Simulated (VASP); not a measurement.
Input of a VASP 6.6.1 run:

INCAR

```
SYSTEM = In7P8
ALGO = Normal
EDIFF = 1E-6
ENCUT = 520
GGA = PE
ISIF = 2
ISMEAR = -1
LASPH = .TRUE.
LCHARG = .FALSE.
LREAL = Auto
LWAVE = .FALSE.
NBANDS = 78
NELM = 80
PREC = Accurate
SIGMA = 0.1
```

Contents of KPOINTS:

```
k-points
0
G
  2 2 2
  0 0 0
```

File POSCAR:

```
In7P8
1.0
    0.0000000000      5.7931160000      5.7931160000
    5.7931160000      0.0000000000      5.7931160000
    5.7931160000      5.7931160000      0.0000000000
P In
8 7
Direct
    0.1161676203      0.1315650334      0.1368661529
    0.1254321508      0.1137486285      0.6563737029
    0.1723030404      0.6275316255      0.0753075720
    0.1328765038      0.6346770892      0.6003420266
    0.5998334057      0.0161212895      0.2849721117
    0.6052134982      0.1137444857      0.6563757743
    0.6256262605      0.6275202326      0.0753089529
    0.6635157142      0.6991026073      0.4746365341
   -0.0433173615      0.0017626956      0.0387381333
   -0.0137036786      0.0126058239      0.5155689960
    0.0067523247      0.5101582637     -0.0228944147
    0.0403281239      0.4902973633      0.4613754498
    0.5035844268      0.0017522522      0.0387399458
    0.4607099185      0.7791716927     -0.1998275194
    0.5087712727      0.4902945151      0.4613779527
```

Potentials or basis: VASP PAW PBE potentials, release 64 (P, In_d).

The run is started by

```console
$ cat potpaw_PBE.64/P/POTCAR potpaw_PBE.64/In_d/POTCAR > POTCAR
$ mpirun -np 1 vasp_std > vasp.out
```

(1) What does it give for the largest force?

(2) What does it give for the pressure?

Answers

(1) 0.091 eV/Å.

(2) 1.0 GPa.

Caveat: the k points lie up to 0.47 Å⁻¹ apart.
